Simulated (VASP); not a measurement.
Write the native input for VASP 6.6.1 that does the following.

```
Task                   : single point
Functional             : vdW-DF-cx
Potentials or basis    : VASP PAW PBE potentials, release 64 (Sn_d, O)
Cutoff                 : 840 eV
k mesh                 : 12 × 12 × 4
Occupations            : gaussian, width 0.03 eV
Spin                   : no spin polarisation
Tolerance level        : tight
Purpose                : all
Further INCAR settings : ALGO = Normal; EDIFF = 1e-08; NBANDS = 54
```

The structure of SnO2 lies in POSCAR:

```
SnO2
1.0
    3.2305756168      0.0000000000      0.0000000000
   -1.6152878084      2.7977605530      0.0000000000
    0.0000000000      0.0000000000     10.6826563800
Sn O
2 4
Direct
    0.0000000000      0.0000000000      0.0000000000
    0.0000000000      0.0000000000      0.5000000000
    0.3333333300      0.6666666700      0.9058620000
    0.3333333300      0.6666666700      0.5941380000
    0.6666666700      0.3333333300      0.0941380000
    0.6666666700      0.3333333300      0.4095689400
```

This cell differs from its parent crystal: last atom moved by 0.04 Å along z, cell strained by -1.0% along z.

One way to write it, as run:

INCAR

```
SYSTEM = SnO2
GGA = CX
LUSE_VDW = .TRUE.
AGGAC = 0.0
ISMEAR = 0
SIGMA = 0.03
LWAVE = .FALSE.
LCHARG = .FALSE.
ISIF = 2
PREC = Accurate
LASPH = .TRUE.
LREAL = .FALSE.
ALGO = Normal
EDIFF = 1E-8
NELM = 120
GGA_COMPAT = .FALSE.
ENCUT = 840
EFERMI = MIDGAP
KPAR = 2
NBANDS = 54
```

KPOINTS

```
Automatic mesh
0
Gamma
  12 12 4
  0 0 0
```

Potentials or basis: VASP PAW PBE potentials, release 64 (Sn_d, O).

Command:

```console
$ cat potpaw_PBE.64/Sn_d/POTCAR potpaw_PBE.64/O/POTCAR > POTCAR
$ mpirun -np 2 vasp_std > vasp.out
```

Results of the run:

```
Pressure               : -1.6 GPa
Largest force          : 0.460 eV/Å
Band gap on the k mesh : 2.07 eV (least direct gap 2.52 eV)
```

Caveat: the cell differs from its parent crystal (last atom moved by 0.04 Å along z, cell strained by -1.0% along z); the PAW data sets were made with another functional, which shifts forces and pressure a little; spin-orbit coupling is left out, which moves the levels of the heavy elements.

Run time: 18 min on 2 MPI ranks on Intel(R) Xeon(R) Platinum 8488C (Sapphire Rapids) (shared host), peak memory 1.2 GiB a rank.
